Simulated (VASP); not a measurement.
Runs of VASP 6.6.1 on Ba3Mo. The structure is that of space group Pm-3m (No. 221), or close to it. The cells are those of the table. 

```tsv
task	cell	k mesh	cutoff (eV)	gap on the mesh (eV)	pressure (GPa)	relaxed volume (Å³/atom)
single point	a = 5.326 Å, 4 atoms	10 × 10 × 10	520	none	(b)	-
relaxation of cell and atoms	relaxed from a = 5.302 Å, 4 atoms	10 × 10 × 10	600	none	0.0	39.08
single point	a = 4.978, b = 4.978, c = 4.927 Å, 4 atoms	4 × 4 × 4	520	none	(a)	-
single point	a = 5.307, b = 5.307, c = 5.291 Å, 4 atoms	4 × 4 × 4	520	none	0.7	-
relaxation of cell and atoms	relaxed from a = 4.978, b = 4.978, c = 4.927 Å, 4 atoms	4 × 4 × 4	600	none	-0.1	39.17
```

Alike in all rows: level PBE; potentials or basis VASP PAW PBE potentials, release 64 (Ba_sv, Mo_sv); no spin polarisation; smearing gaussian 0.1 eV.

Problem. Fill in the values left out.

Solution. (a) 6.7; (b) 0.6.

Caveats: spin-orbit coupling is left out, which moves the levels of the heavy elements; the cell stands under pressure (at least some runs); the volume moved by over 15 % at a fixed basis, so the end points are rough (at least some runs).

A k mesh can miss the band edges, and the runs leave out spin-orbit coupling on Ba, Mo.

A gap of «none» marks levels without a gap at the run's occupations.
